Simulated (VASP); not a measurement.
# RbSi2 (P6/mmm) in VASP: single point with PBE

Aim: the single point of RbSi2 with PBE.

All numbers are computed with VASP 6.6.1; they aren't measurements. Logs are shortened: lines on timing, memory, paths and dates and some standing lists are left out, and cuts for length are marked.

### Step 1. The cell of the first run

It takes space group P6/mmm (No. 191, hexagonal). The conventional cell has a = 4.033 Å, b = 4.033 Å, c = 5.823 Å, α = 90.00°, β = 90.00°, γ = 120.00°. Within 4.9 Å of Rb (site symmetry 6/mmm) lie 12 Si at 3.73 Å and 6 Rb at 4.03 Å. Within 3.1 Å of Si (site symmetry -6m2) lie 3 Si at 2.33 Å.

### Step 2. Single point, PBE

Contents of POSCAR:

```
RbSi2
1.0
    4.0333911165      0.0000000000      0.0000000000
   -2.0166955582      3.4930191703      0.0000000000
    0.0000000000      0.0000000000      5.8230525860
Rb Si
1 2
Direct
    0.0000000000      0.0000000000      0.5000000000
    0.3333333333      0.6666666667      0.0000000000
    0.6666666667      0.3333333333      0.0000000000
```

Contents of INCAR.step1:

```
PREC = Accurate
ENCUT = 520
EDIFF = 1E-6
ISMEAR = 0
SIGMA = 0.1
LREAL = F
LASPH = T
NELM = 100
ALGO = Normal
ISIF = 2
LWAVE = F
LCHARG = T
GGA = PE
NBANDS = 16
```

Contents of KPOINTS.step1:

```
Automatic mesh
0
Gamma
  12 12 8
```

Contents of INCAR.step2:

```
PREC = Accurate
ENCUT = 520
EDIFF = 1E-6
ISMEAR = -5
SIGMA = 0.1
LREAL = F
LASPH = T
NELM = 100
ALGO = Normal
ISIF = 2
LWAVE = F
LCHARG = F
GGA = PE
LORBIT = 11
NBANDS = 16
NEDOS = 2001
ICHARG = 11
```

Contents of KPOINTS.step2:

```
Automatic mesh
0
Gamma
  18 18 12
```

Potentials or basis: VASP PAW PBE potentials, release 64 (Rb_sv, Si).

Launch:

```
> cat potpaw_PBE.64/Rb_sv/POTCAR potpaw_PBE.64/Si/POTCAR > POTCAR
> cp INCAR.step1 INCAR
> cp KPOINTS.step1 KPOINTS
> mpirun -np 1 vasp_std > vasp.out
> cp INCAR.step2 INCAR
> cp KPOINTS.step2 KPOINTS
> mpirun -np 1 vasp_std > vasp.out
```

OUTCAR:

```text
PREC = Accurate
   ENCUT = 520
   EDIFF = 1E-6
   ISMEAR = -5
   LREAL = F
   LASPH = T
   NELM = 100
   ISIF = 2
   GGA = PE
   LORBIT = 11
   ICHARG = 11

 ion  position               nearest neighbor table
   1  0.000  0.000  0.500-   2 3.73   3 3.73   2 3.73   3 3.73   2 3.73   2 3.73   3 3.73   3 3.73
                             3 3.73   3 3.73   2 3.73   2 3.73
   2  0.333  0.667  0.000-   3 2.33   3 2.33   3 2.33   1 3.73   1 3.73   1 3.73   1 3.73   1 3.73
                             1 3.73
   3  0.667  0.333  0.000-   2 2.33   2 2.33   2 2.33   1 3.73   1 3.73   1 3.73   1 3.73   1 3.73
                             1 3.73

  LATTYP: Found a hexagonal cell.
 ALAT       =     4.0333911165
 C/A-ratio  =     1.4437113629

  Lattice vectors:

 A1 = (   4.0333911165,   0.0000000000,   0.0000000000)
 A2 = (  -2.0166955582,   3.4930191703,   0.0000000000)
 A3 = (   0.0000000000,   0.0000000000,   5.8230525860)

Analysis of symmetry for initial positions (statically):
=====================================================================
 Subroutine PRICEL returns:
 Original cell was already a primitive cell.

 Routine SETGRP: Setting up the symmetry group for a
 hexagonal supercell.

 Subroutine GETGRP returns: Found 24 space group operations
 (whereof 24 operations were pure point group operations)
 out of a pool of 24 trial point group operations.

The static configuration has the point symmetry D_6h.

Analysis of symmetry for dynamics (positions and initial velocities):
=====================================================================
 Subroutine PRICEL returns:
 Original cell was already a primitive cell.

 Routine SETGRP: Setting up the symmetry group for a
 hexagonal supercell.

 Subroutine GETGRP returns: Found 24 space group operations
 (whereof 24 operations were pure point group operations)
 out of a pool of 24 trial point group operations.

The dynamic configuration has the point symmetry D_6h.

 Subroutine INISYM returns: Found 24 space group operations
 (whereof 24 operations are pure point group operations),
 and found     1 'primitive' translations

----------------------------------------------------------------------------------------

                                     Primitive cell

  volume of cell :      82.0393

  direct lattice vectors                    reciprocal lattice vectors
     4.033391116  0.000000000  0.000000000     0.247930332  0.143142644  0.000000000
    -2.016695558  3.493019170  0.000000000     0.000000000  0.286285288  0.000000000
     0.000000000  0.000000000  5.823052586     0.000000000  0.000000000  0.171731233

  length of vectors
     4.033391116  4.033391116  5.823052586     0.286285288  0.286285288  0.171731233

  position of ions in fractional coordinates (direct lattice)
     0.000000000  0.000000000  0.500000000
     0.333333333  0.666666667  0.000000000
     0.666666667  0.333333333  0.000000000

  ion indices of the primitive-cell ions
   primitive index   ion index
                 1           1
                 2           2
                 3           3

----------------------------------------------------------------------------------------

 KPOINTS: Automatic mesh

Automatic generation of k-mesh.
 Grid dimensions read from file:
 generate k-points for:   18   18   12

 Generating k-lattice:

  Cartesian coordinates                     Fractional coordinates (reciprocal lattice)
     0.013773907  0.007952369  0.000000000     0.055555556  0.000000000  0.000000000
     0.000000000  0.015904738  0.000000000     0.000000000  0.055555556  0.000000000
     0.000000000  0.000000000  0.014310936     0.000000000  0.000000000  0.083333333

  Length of vectors
     0.015904738  0.015904738  0.014310936

  Shift w.r.t. Gamma in fractional coordinates (k-lattice)
     0.000000000  0.000000000  0.000000000

 TETIRR: Found   3954 inequivalent tetrahedra from    23328

 Subroutine IBZKPT returns following result:
 ===========================================

 Found    259 irreducible k-points:

 Following reciprocal coordinates:
            Coordinates               Weight
  0.000000  0.000000  0.000000      1.000000
  0.055556  0.000000  0.000000      6.000000
  0.111111  0.000000  0.000000      6.000000
  0.166667  0.000000  0.000000      6.000000
  0.222222  0.000000  0.000000      6.000000
  0.277778  0.000000  0.000000      6.000000
[... 16 lines left out ...]
  0.333333  0.111111  0.000000     12.000000
  0.388889  0.111111  0.000000     12.000000
 [... further k-points ...]
   k-points           NKPTS =    259   k-points in BZ     NKDIM =    259   number of bands    NBANDS=     16
   number of dos      NEDOS =   2001   number of ions     NIONS =      3
   total plane-waves  NPLWV =  43200
   dimension x,y,z NGX =    30 NGY =   30 NGZ =   48
   dimension x,y,z NGXF=    60 NGYF=   60 NGZF=   96
   ions per type =               1   2
   NGX,Y,Z   is equivalent  to a cutoff of  12.37, 12.37, 13.70 a.u.
   NGXF,Y,Z  is equivalent  to a cutoff of  24.73, 24.73, 27.41 a.u.
 SYSTEM =  unknown system
   PREC   = accura    normal or accurate (medium, high low for compatibility)
   ISTART =      0    job   : 0-new  1-cont  2-samecut
   ICHARG =     11    charge: 1-file 2-atom 10-const
   ISPIN  =      1    spin polarized calculation?
   LNONCOLLINEAR =      F non collinear calculations
   LSORBIT =      F    spin-orbit coupling
   LASPH  =      T    aspherical Exc in radial PAW
   ENCUT  =  520.0 eV  38.22 Ry    6.18 a.u.   7.50  7.50 10.83*2*pi/ulx,y,z
   NELM   =    100;   NELMIN=  2; NELMDL=  0     # of ELM steps
   EDIFF  = 0.1E-05   stopping-criterion for ELM
   LREAL  =      F    real-space projection
   EDIFFG = 0.1E-04   stopping-criterion for IOM
   NSW    =      0    number of steps for IOM
   IBRION =     -1    ionic relax: 0-MD 1-quasi-New 2-CG
   NFREE  =      0    steps in history (QN), initial steepest desc. (CG)
   ISIF   =      2    stress and relaxation
   ISYM   =      2    0-nonsym 1-usesym 2-fastsym
   POTIM  = 0.5000    time-step for ionic-motion
   TEBEG  =    0.0;   TEEND  =   0.0 temperature during run
   PSTRESS=    0.0 pullay stress
   NELECT =      17.0000    total number of electrons
   NUPDOWN=      -1.0000    fix difference up-down
   EMIN   =  10.00;   EMAX   =-10.00  energy-range for DOS
   EFERMI =   0.00;   METHOD = LEGACY
   ISMEAR =    -5;   SIGMA  =   0.10  broadening in eV -4-tet -1-fermi 0-gaus
   EFERMI_NEDOS =   21; number of points for ismear=-14 and -15
   IALGO  =     38    algorithm
   IMIX   =      4    mixing-type and parameters
     AMIX     =   0.40;   BMIX     =  1.00
     AMIX_MAG =   1.60;   BMIX_MAG =  1.00
  volume/ion in A,a.u.               =      27.35       184.54
  Fermi-wavevector in a.u.,A,eV,Ry     =   0.968762  1.830695 12.769067  0.938500
  Thomas-Fermi vector in A             =   2.098758
   LORBIT       =     11    0 simple, 1 ext, 2 COOP (PROOUT), +10 PAW based schemes
   GGA     = PE    functional components
   LHFCALC =     F    Hartree Fock is set to
   AEXX    =    0.0000 exact exchange contribution
   IVDW    =     0    specifies the selected vdW correction
   LEPSILON=     F    determine dielectric tensor
   LRPA    =     F    only Hartree local field effects (RPA)
 non-spin polarized calculation
 Fermi weights with tetrahedron method with Bloechl corrections
  energy-cutoff  :      520.00
  volume of cell :       82.04
 maximum number of plane-waves:      2235
 NGX is ok and might be reduce to    30

 number of electron      17.0000000 magnetization

 Free energy of the ion-electron system (eV)
  ---------------------------------------------------
  ext. energy  EPLUGINS =         0.00000000
  ---------------------------------------------------
  free energy    TOTEN  =       -11.47399603 eV

  energy without entropy =      -11.47399603  energy(sigma->0) =      -11.47399603

 E-fermi :   4.1340     XC(G=0):  -8.5661

 val. band max:        4.1348977033   @ k =   0.2778   0.1667   0.5000
 cond. band min:       4.0241557101   @ k =   0.0000   0.0000   0.0000
 fundamental gap:     -0.1107419932
 Fermi energy:         4.1339939839

 k-point     1 :       0.0000    0.0000    0.0000
  band No.  band energies     occupation
      1     -23.9412      2.00000
      2      -8.1090      2.00000
      3      -7.8427      2.00000
      4      -7.8427      2.00000
      5      -7.3412      2.00000
      6       0.8871      2.00000
[... 8 lines left out ...]
     15       9.4254      0.00000
     16       9.4254      0.00000

 k-point     2 :       0.0556    0.0000    0.0000
  band No.  band energies     occupation
      1     -23.9397      2.00000
      2      -8.1045      2.00000
      3      -7.8722      2.00000
      4      -7.8468      2.00000
      5      -7.2964      2.00000
      6       0.9038      2.00000
[... 8 lines left out ...]
     15       9.4026      0.00000
     16       9.4853      0.00000

 k-point     3 :       0.1111    0.0000    0.0000
  band No.  band energies     occupation
      1     -23.9353      2.00000
      2      -8.0916      2.00000
      3      -7.9463      2.00000
      4      -7.8586      2.00000
      5      -7.1741      2.00000
      6       0.7990      2.00000
[... 8 lines left out ...]
     15       9.6639      0.00000
     16       9.7482      0.00000
[... 362 lines left out ...]
 k-point    23 :       0.3333    0.1111    0.0000
  band No.  band energies     occupation
      1     -23.8943      2.00000
      2      -8.4051      2.00000
      3      -8.0061      2.00000
      4      -7.9697      2.00000
      5      -5.6368      2.00000
      6      -2.9956      2.00000
[... 8 lines left out ...]
     15      10.9434      0.00000
     16      11.2961      0.00000

 k-point    24 :       0.3889    0.1111    0.0000
  band No.  band energies     occupation
      1     -23.8901      2.00000
      2      -8.4447      2.00000
      3      -8.0214      2.00000
      4      -7.9570      2.00000
      5      -5.2751      2.00000
      6      -3.5104      2.00000
[... 8 lines left out ...]
     15      11.1810      0.00000
     16      11.4587      0.00000

 [... further k-points ...]

------------------------ aborting loop because EDIFF is reached ----------------------------------------

  FORCE on cell =-STRESS in cart. coord.  units (eV):
  Direction    XX          YY          ZZ          XY          YZ          ZX
  --------------------------------------------------------------------------------------
  -------------------------------------------------------------------------------------
  Total       -0.1261182     -0.1261182     -0.0275666     -0.0000000     -0.0000000      0.0000000
  in kB       -2.4630109     -2.4630109     -0.5383593     -0.0000000     -0.0000000      0.0000000
  external PRESSURE =      -1.8214604 kB  Pullay stress =       0.0000000 kB

 VOLUME and BASIS-vectors are now :
 -----------------------------------------------------------------------------
  energy-cutoff  :      520.00
  volume of cell :       82.04
      direct lattice vectors                 reciprocal lattice vectors
     4.033391116  0.000000000  0.000000000     0.247930332  0.143142644  0.000000000
    -2.016695558  3.493019170  0.000000000     0.000000000  0.286285288  0.000000000
     0.000000000  0.000000000  5.823052586     0.000000000  0.000000000  0.171731233

 POSITION                                       TOTAL-FORCE (eV/Angst)
 -----------------------------------------------------------------------------------
      0.00000      0.00000      2.91153        -0.000000      0.000000      0.000000
     -0.00000      2.32868      0.00000         0.000000      0.000000      0.000000
      2.01670      1.16434      0.00000         0.000000     -0.000000      0.000000
 -----------------------------------------------------------------------------------
    total drift:                                0.000000      0.000000      0.000000

  FREE ENERGIE OF THE ION-ELECTRON SYSTEM (eV)
  ---------------------------------------------------
  free  energy   TOTEN  =       -11.4739960315 eV

  energy  without entropy=      -11.4739960315  energy(sigma->0) =      -11.47399603

 total charge

# of ion       s       p       d       tot
------------------------------------------
    1        1.946   5.337   0.045   7.328
    2        0.748   0.900   0.000   1.648
    3        0.748   0.900   0.000   1.648
--------------------------------------------------
tot          3.443   7.137   0.045  10.624
```

Wall time 3.9 min (1 thread of Intel Xeon Platinum 8259CL at 2.50GHz (Skylake/Cascade Lake), shared host); peak memory 0.42 GiB.

What came out:

* Valence electrons inside the program's atomic spheres: Rb 7.33; Si 1.65

Caveat: tetrahedron occupations give inexact forces and stress in metals.
